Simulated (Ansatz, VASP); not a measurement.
## One calculation of SnSe2, two programs

File INCAR:

```
SYSTEM = SnSe2
  PREC = Accurate
  ENCUT = 520
  EDIFF = 1E-6
  ISMEAR = -1
  SIGMA = 0.05
  LREAL = .False.
  LASPH = .True.
  NELM = 100
  ALGO = Normal
  ISIF = 2
  LWAVE = .False.
  LCHARG = .False.
  GGA = PS
  NBANDS = 20
```

The input KPOINTS:

```
Automatic mesh
0
Gamma
  8 8 5
  0 0 0
```

File POSCAR:

```
SnSe2
1.0
    3.8857444663      0.0000000000      0.0000000000
   -1.9428722331      3.3651534204      0.0000000000
    0.0000000000      0.0000000000      6.2563442784
Sn Se
1 2
Direct
    0.0000000000      0.0000000000      0.0000000000
    0.6666666667      0.3333333333      0.7510000000
    0.3333333333      0.6666666667      0.2490000000
```

Contents of input.yaml:

```yaml
crystal:
  lattice:
    - [3.8857444663, 0.0, 0.0]
    - [-1.9428722331, 3.3651534204, 0.0]
    - [0.0, 0.0, 6.2563442784]
  atoms:
    - { symbol: Sn, position: [0.0, 0.0, 0.0] }
    - { symbol: Se, position: [0.6666666667, 0.3333333333, 0.751] }
    - { symbol: Se, position: [0.3333333333, 0.6666666667, 0.249] }
kpoints:
  mp_grid: { grid: [8, 8, 5] }
scf:
  occupations: { method: fermi_dirac, width: 0.05 }
hamiltonian:
  xc: pbesol
  pseudopotentials: { kind: all_electron, lapw: { basis_error: 0.001 } }
output:
  forces: true
  stress: true
  eigenvalues: true
```

Change from the starting cell: volume scaled by 1.06.

Alike in both runs: task single point; functional PBEsol; k mesh 8 × 8 × 5; occupations fermi-dirac, width 0.05 eV; no spin polarisation.

```csv
,VASP,Ansatz
version,VASP 6.6.1,Ansatz 0.2.0
potentials or method,"VASP PAW PBE potentials, release 64 (Sn_d, Se), cutoff 520 eV","all-electron LAPW, scalar-relativistic"
```

VASP gave:

```
gap on the k mesh at the Fermi level (eV)                     : 0.66
least direct gap on the mesh (eV)                             : 0.77
pressure (GPa)                                                : -1.3
traceless stress, the component that is largest in VASP (GPa) : 1.29
rms of the force components (eV/Å)                            : 0.042
```

**Question.** Which values does Ansatz return?

**Answer.** gap on the k mesh at the Fermi level (eV): 0.66; least direct gap on the mesh (eV): 0.79; pressure (GPa): -1.4; traceless stress, the component that is largest in VASP (GPa): 1.29; rms of the force components (eV/Å): 0.033.

VASP's potentials were made for PBE, not for PBEsol. Atom by atom the forces differ by 0.009 eV/Å (rms over components). Ansatz ran all-electron here, and VASP with PAW potentials.
